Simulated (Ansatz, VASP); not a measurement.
Two plane-wave programs on Tl

```
CELL_PARAMETERS angstrom
3.45600 0.00000 0.00000
-1.72800 2.99298 0.00000
0.00000 0.00000 5.52500
ATOMIC_POSITIONS crystal
Tl 0.33333 0.66667 0.25000
Tl 0.66667 0.33333 0.75000
```

Alike in both runs: task electric field gradients; functional PBE; k mesh 12 × 12 × 7; occupations fermi-dirac, width 0.03 eV; no spin polarisation.

```csv
,VASP,Ansatz
version,VASP 6.6.1,Ansatz 0.2.0
potentials or method,"VASP PAW PBE potentials, release 64 (Tl_d)","PAW with Ansatz's default frozen-core files, scalar-relativistic"
plane-wave cutoff (eV),520,420
valence electrons in the cell,26,26
```

|  | VASP | Ansatz | Ansatz less VASP |
| --- | --- | --- | --- |
| pressure (GPa) | 3.1 | 3.2 | +0.06 |
| traceless stress, the component that is largest in VASP (GPa) | -0.84 | -0.84 | +0.002 |
| size of Vzz on the site where it differs most (V/Å²) | 2.3 | 1.3 | -0.98 |

The functional is the same, so the differences come from potentials, cutoffs and numerics.

Spin-orbit coupling is off throughout.
